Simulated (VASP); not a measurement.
# Ir (P6_3/mmc) in VASP: notebook, part 2 of 2

VASP 6.6.1.

## Step 3: Single point, r2SCAN (strain +0.000 along x and y, -0.040 along z)

File POSCAR:

```
Ir
1.0
    2.7513778946      0.0000000000      0.0000000000
   -1.3756889473      2.3827631521      0.0000000000
    0.0000000000      0.0000000000      4.2837984000
Ir
2
Direct
    0.6666666667      0.3333333333      0.7500000000
    0.3333333333      0.6666666667      0.2500000000
```

File INCAR.step1:

```
  ALGO = Normal
  EDIFF = 1E-4
  ENCUT = 520
  GGA = PE
  ISMEAR = 0
  LASPH = True
  LCHARG = False
  LREAL = False
  LWAVE = True
  NBANDS = 16
  NELM = 80
  PREC = Accurate
  SIGMA = 0.15
```

File INCAR.step2:

```
  ALGO = Normal
  EDIFF = 1E-7
  ENCUT = 520
  ISIF = 2
  ISMEAR = 0
  ISTART = 1
  LASPH = True
  LCHARG = False
  LMIXTAU = True
  LREAL = False
  LWAVE = False
  METAGGA = R2SCAN
  NBANDS = 16
  NELM = 80
  PREC = Accurate
  SIGMA = 0.15
```

File KPOINTS:

```
k-points
0
Gamma
  18 18 12
```

Potentials or basis: VASP PAW PBE potentials, release 64 (Ir).

Started as:

```sh
$ cat potpaw_PBE.64/Ir/POTCAR > POTCAR
$ cp INCAR.step1 INCAR
$ mpirun -np 1 vasp_std > vasp.out
$ cp INCAR.step2 INCAR
$ mpirun -np 1 vasp_std > vasp.out
```

OUTCAR:

```text
EDIFF = 1E-7
   ENCUT = 520
   ISIF = 2
   ISMEAR = 0
   ISTART = 1
   LASPH = True
   LREAL = False
   METAGGA = R2SCAN
   NELM = 80
   PREC = Accurate

 ion  position               nearest neighbor table
   1  0.667  0.333  0.750-   2 2.67   2 2.67   2 2.67   2 2.67   2 2.67   2 2.67
   2  0.333  0.667  0.250-   1 2.67   1 2.67   1 2.67   1 2.67   1 2.67   1 2.67

  LATTYP: Found a hexagonal cell.
 ALAT       =     2.7513778946
 C/A-ratio  =     1.5569647515

  Lattice vectors:
[... 194 lines left out ...]
      5       6.7189      2.00000
      6       7.1561      2.00000
[... 433 lines left out ...]
      3       3.2809      2.00000
      4       5.7291      2.00000
      5       6.0454      2.00000
      6       6.8444      2.00000
[... 8 lines left out ...]
     15      22.0101      0.00000
     16      24.5668      0.00000

 [... further k-points ...]
[... 5 lines left out ...]
  --------------------------------------------------------------------------------------
  -------------------------------------------------------------------------------------
  Total        0.7423465      0.7423465      3.7181842     -0.0000000      0.0000000      0.0000000
  in kB       42.3503595     42.3503595    212.1198647     -0.0000000      0.0000000      0.0000000
  external PRESSURE =      98.9401946 kB  Pullay stress =       0.0000000 kB

 VOLUME and BASIS-vectors are now :
 -----------------------------------------------------------------------------
  energy-cutoff  :      520.00
  volume of cell :       28.08
      direct lattice vectors                 reciprocal lattice vectors
     2.751377895  0.000000000  0.000000000     0.363454254  0.209840411  0.000000000
    -1.375688947  2.382763152  0.000000000     0.000000000  0.419680823  0.000000000
     0.000000000  0.000000000  4.283798400     0.000000000  0.000000000  0.233437689

 POSITION                                       TOTAL-FORCE (eV/Angst)
 -----------------------------------------------------------------------------------
      1.37569      0.79425      3.21285         0.000000     -0.000000      0.000000
     -0.00000      1.58851      1.07095        -0.000000      0.000000      0.000000
 -----------------------------------------------------------------------------------
    total drift:                                0.000000     -0.000000     -0.000000

  FREE ENERGIE OF THE ION-ELECTRON SYSTEM (eV)
  ---------------------------------------------------
  free  energy   TOTEN  =      -104.5107761443 eV

  energy  without entropy=     -104.4850648811  energy(sigma->0) =     -104.49792051
```

OUTCAR.step1:

```text
EDIFF = 1E-4
   ENCUT = 520
   GGA = PE
   ISMEAR = 0
   LASPH = True
[... 679 lines left out ...]
 -----------------------------------------------------------------------------------
      1.37569      0.79425      3.21285         0.000000     -0.000000      0.000000
     -0.00000      1.58851      1.07095        -0.000000      0.000000      0.000000
 -----------------------------------------------------------------------------------
    total drift:                                0.000000     -0.000000     -0.000000

  FREE ENERGIE OF THE ION-ELECTRON SYSTEM (eV)
  ---------------------------------------------------
  free  energy   TOTEN  =       -17.4759583796 eV

  energy  without entropy=      -17.4491997171  energy(sigma->0) =      -17.46257905
```

Wall time 5.3 min (1 thread of Intel Xeon Platinum 8488C (Sapphire Rapids), shared host); peak memory 0.22 GiB.

Results:

- Free energy: -104.5108 eV
- Pressure: 9.9 GPa
- Band gap on the k mesh: zero (bands 9 and 10 overlap by 3.47 eV)

Stress tensor (GPa, compression positive):
```
 4.24  0.00  0.00
 0.00  4.24  0.00
 0.00  0.00 21.21
```

Caveat: the cell differs from its parent crystal (strain +0.000 along x and y, -0.040 along z); the stress differs along the axes, from 4 to 21 GPa; the PAW data sets were made with another functional, which shifts forces and pressure a little; spin-orbit coupling is left out, which moves the levels of the heavy elements.

## Step 4: Single point, r2SCAN (strain -0.040 along x and y, +0.080 along z)

File POSCAR:

```
Ir
1.0
    2.6413227788      0.0000000000      0.0000000000
   -1.3206613894      2.2874526260      0.0000000000
    0.0000000000      0.0000000000      4.8192732000
Ir
2
Direct
    0.6666666667      0.3333333333      0.7500000000
    0.3333333333      0.6666666667      0.2500000000
```

File INCAR.step1:

```
PREC = Accurate ; ENCUT = 520
ISMEAR = 0 ; SIGMA = 0.15
LREAL = False ; LASPH = True
NELM = 60 ; NBANDS = 16
GGA = PE ; ALGO = Normal
EDIFF = 1E-4 ; LWAVE = True
LCHARG = False
```

File INCAR.step2:

```
PREC = Accurate ; ENCUT = 520
EDIFF = 1E-6 ; ISMEAR = 0
SIGMA = 0.15 ; LREAL = False
LASPH = True ; NELM = 60
ALGO = Normal ; ISIF = 2
LWAVE = False ; LCHARG = False
METAGGA = R2SCAN ; LMIXTAU = True
NBANDS = 16 ; ISTART = 1
```

File KPOINTS:

```
regular mesh
0
Gamma
  18 18 12
```

Started as:

```sh
$ cat potpaw_PBE.64/Ir/POTCAR > POTCAR
$ cp INCAR.step1 INCAR
$ mpirun -np 1 vasp_std > vasp.out
$ cp INCAR.step2 INCAR
$ mpirun -np 1 vasp_std > vasp.out
```

Run time: 4.6 min. Hardware: 1 thread of Intel Xeon Platinum 8488C (Sapphire Rapids), shared host; peak memory 0.23 GiB.

The run converged. Its results:

| Property | Result |
| --- | --- |
| Free energy | -104.2658 eV |
| Pressure | 1.1 GPa |
| Band gap on the k mesh | zero (bands 9 and 10 overlap by 3.58 eV) |

Stress tensor (GPa, compression positive):
```
 15.34   0.00   0.00
  0.00  15.34   0.00
  0.00   0.00 -27.49
```

Levels at points of the mesh, in eV from the Fermi level:
```csv
k point,band 5,band 6,band 7,band 8,band 9,band 10,band 11,band 12,band 13,band 14
"(0.00, 0.00, 0.00)",-3.66,-3.26,-3.26,-1.59,-1.24,-1.24,0.51,0.51,5.67,15.53
"(0.50, 0.00, 0.00)",-3.28,-3.02,-2.70,0.60,1.66,1.86,3.34,4.95,8.83,9.50
"(0.00, 0.00, 0.50)",-3.61,-3.61,-3.61,-3.61,-0.17,-0.17,-0.17,-0.17,12.41,12.41
"(0.50, 0.00, 0.50)",-1.49,-1.49,-0.68,-0.68,1.77,1.77,2.14,2.14,8.60,8.60
```

Caveat: the cell differs from its parent crystal (strain -0.040 along x and y, +0.080 along z); the stress differs along the axes, from -27 to 15 GPa; the PAW data sets were made with another functional, which shifts forces and pressure a little; spin-orbit coupling is left out, which moves the levels of the heavy elements.

## Step 5: Single point, r2SCAN (strain +0.040 along x and y, -0.080 along z)

File POSCAR:

```
Ir
1.0
    2.8614330104      0.0000000000      0.0000000000
   -1.4307165052      2.4780736782      0.0000000000
    0.0000000000      0.0000000000      4.1053068000
Ir
2
Direct
    0.6666666667      0.3333333333      0.7500000000
    0.3333333333      0.6666666667      0.2500000000
```

File INCAR.step1:

```
  PREC = Accurate
  ENCUT = 520
  ISMEAR = 0
  SIGMA = 0.15
  LREAL = False
  LASPH = True
  NELM = 80
  NBANDS = 16
  GGA = PE
  ALGO = Normal
  EDIFF = 1E-4
  LWAVE = True
  LCHARG = False
```

File INCAR.step2:

```
  PREC = Accurate
  ENCUT = 520
  EDIFF = 1E-6
  ISMEAR = 0
  SIGMA = 0.15
  LREAL = False
  LASPH = True
  NELM = 80
  ALGO = Normal
  ISIF = 2
  LWAVE = False
  LCHARG = True
  METAGGA = R2SCAN
  LMIXTAU = True
  LELF = True
  LVHAR = True
  NBANDS = 16
  ISTART = 1
```

File KPOINTS:

```
Automatic mesh
0
Gamma
  18 18 12
```

Started as:

```sh
$ cat potpaw_PBE.64/Ir/POTCAR > POTCAR
$ cp INCAR.step1 INCAR
$ mpirun -np 1 vasp_std > vasp.out
$ cp INCAR.step2 INCAR
$ mpirun -np 1 vasp_std > vasp.out
```

Run time: 4.5 min. Hardware: 1 thread of Intel Xeon Platinum 8488C (Sapphire Rapids), shared host; peak memory 0.24 GiB.

The run converged. Its results:

- Free energy: -104.2841 eV
- Pressure: 1.7 GPa
- Band gap on the k mesh: zero (bands 9 and 10 overlap by 2.64 eV)

Stress tensor (GPa, compression positive):
```
-9.63  0.00  0.00
 0.00 -9.63  0.00
 0.00  0.00 24.46
```

Levels at points of the mesh, in eV from the Fermi level:
```csv
k point,band 7,band 8,band 9,band 10,band 11,band 12
"(0.00, 0.00, 0.00)",-3.04,-3.04,-2.74,0.25,0.25,0.68
"(0.50, 0.00, 0.00)",-2.21,-0.17,0.59,1.51,2.43,3.72
"(0.00, 0.00, 0.50)",-3.88,-3.88,-0.31,-0.31,-0.31,-0.31
"(0.50, 0.00, 0.50)",-1.06,-1.06,0.34,0.34,1.84,1.84
```

Caveat: the cell differs from its parent crystal (strain +0.040 along x and y, -0.080 along z); the stress differs along the axes, from -10 to 24 GPa; the PAW data sets were made with another functional, which shifts forces and pressure a little; spin-orbit coupling is left out, which moves the levels of the heavy elements.

## Step 6: Overview

| cell | gap on the mesh (eV) | pressure (GPa) |
| --- | --- | --- |
| a = 2.641, b = 2.641, c = 4.641 Å, angles 90.0, 90.0, 120.0°, 2 atoms | none | 12.3 |
| a = 2.751, b = 2.751, c = 4.284 Å, angles 90.0, 90.0, 120.0°, 2 atoms | none | 9.9 |
| a = 2.641, b = 2.641, c = 4.819 Å, angles 90.0, 90.0, 120.0°, 2 atoms | none | 1.1 |
| a = 2.861, b = 2.861, c = 4.105 Å, angles 90.0, 90.0, 120.0°, 2 atoms | none | 1.7 |

Alike in all rows: task single point; level r2SCAN; potentials or basis VASP PAW PBE potentials, release 64 (Ir); no spin polarisation; k mesh 18 × 18 × 12; cutoff (eV) 520; smearing gaussian 0.15 eV.

Caveats: the PAW data sets were made with another functional, which shifts forces and pressure a little; spin-orbit coupling is left out, which moves the levels of the heavy elements; the stress differs along the axes, from -10 to 24 GPa (at least some runs); the stress differs along the axes, from 4 to 21 GPa (at least some runs); the stress differs along the axes, from -27 to 15 GPa (at least some runs).

Absolute energies hang on the potentials; compare differences alone.
